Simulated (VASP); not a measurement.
Al16H2O, 19 atoms in the cell. The cell holds a slab with vacuum, 19 atoms: a = 5.728 Å, b = 5.728 Å, c = 19.075 Å, α = 90.00°, β = 90.00°, γ = 90.00°. 

* Program: VASP 6.6.1
* Task: single point
* Functional: PBE
* Dispersion: D3(BJ)
* Potentials or basis: VASP PAW PBE potentials, release 64 (Al, O, H)
* Cutoff: 520 eV
* k mesh: 3 × 3 × 1
* Occupations: fermi-dirac, width 0.15 eV
* Spin: no spin polarisation
* Dipole correction: no
* Further INCAR settings: LREAL = Auto; ALGO = Normal; EDIFF = 1e-07; NBANDS = 43

Potentials or basis: VASP PAW PBE potentials, release 64 (Al, O, H).

Command:

```bash
$ cat potpaw_PBE.64/Al/POTCAR potpaw_PBE.64/O/POTCAR potpaw_PBE.64/H/POTCAR > POTCAR
$ mpirun -np 1 vasp_std > vasp.out
```

Hardware: 1 thread of Intel(R) Xeon(R) Platinum 8259CL CPU @ 2.50GHz (Skylake/Cascade Lake) (shared host).

Q: Estimate the wall time of this run.

A: Wall time 6.5 min on 1 thread of Intel(R) Xeon(R) Platinum 8259CL CPU @ 2.50GHz (Skylake/Cascade Lake), on a shared host, peak memory 0.68 GiB. Counts: scf iterations 25, k points 5.
